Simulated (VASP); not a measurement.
Set up this calculation in VASP 6.6.1, as the native input.

| Item | Value |
| --- | --- |
| Task | single point |
| Functional | PBE |
| Dispersion | D3(BJ) |
| Potentials or basis | VASP PAW PBE potentials, release 64 (Sn_d, Se) |
| Cutoff | 520 eV |
| k mesh | 12 × 12 × 12 |
| Occupations | gaussian, width 0.05 eV |
| Spin | no spin polarisation |
| Dipole correction | no |
| Further INCAR settings | ALGO = Normal; EDIFF = 1e-07; NBANDS = 17 |

The structure of SnSe lies in POSCAR:

```
SnSe
1.0
    0.0000000000      3.0948330053      2.8472463649
    3.0948330053      0.0000000000      2.8472463649
    3.0948330053      3.0948330053      0.0000000000
Sn Se
1 1
Direct
    0.0000000000      0.0000000000      0.0000000000
    0.5000000000      0.5000000000      0.5000000000
```

This cell differs from its parent crystal: ratio of the length along z to the lengths across it x 0.92, volume and fractional coordinates fixed.

One way to write it, as run:

INCAR

```
SYSTEM = SnSe
PREC = Accurate ; ENCUT = 520
EDIFF = 1E-7 ; ISMEAR = 0
SIGMA = 0.05 ; LREAL = .False.
LASPH = .True. ; NELM = 60
ALGO = Normal ; ISIF = 2
LWAVE = .False. ; LCHARG = .False.
GGA = PE ; IVDW = 12
NBANDS = 17
```

KPOINTS

```
regular mesh
0
Gamma
  12 12 12
  0 0 0
```

Potentials or basis: VASP PAW PBE potentials, release 64 (Sn_d, Se).

Command:

```sh
$ cat potpaw_PBE.64/Sn_d/POTCAR potpaw_PBE.64/Se/POTCAR > POTCAR
$ mpirun -np 1 vasp_std > vasp.out
```

Results of the run:

| Quantity | Value |
| --- | --- |
| Pressure | 0.0 GPa |
| Band gap on the k mesh | 0.12 eV (least direct gap 0.14 eV) |
| Dispersion energy per atom | -0.353 eV |

Caveat: the stress differs along the axes, from -4 to 8 GPa; semilocal functionals underestimate gaps, and a narrow one can read as zero; spin-orbit coupling is left out, which moves the levels of the heavy elements.

Run time: 3.3 min on 1 thread of Intel Xeon 8259CL, with other jobs on the host, peak memory 0.31 GiB.
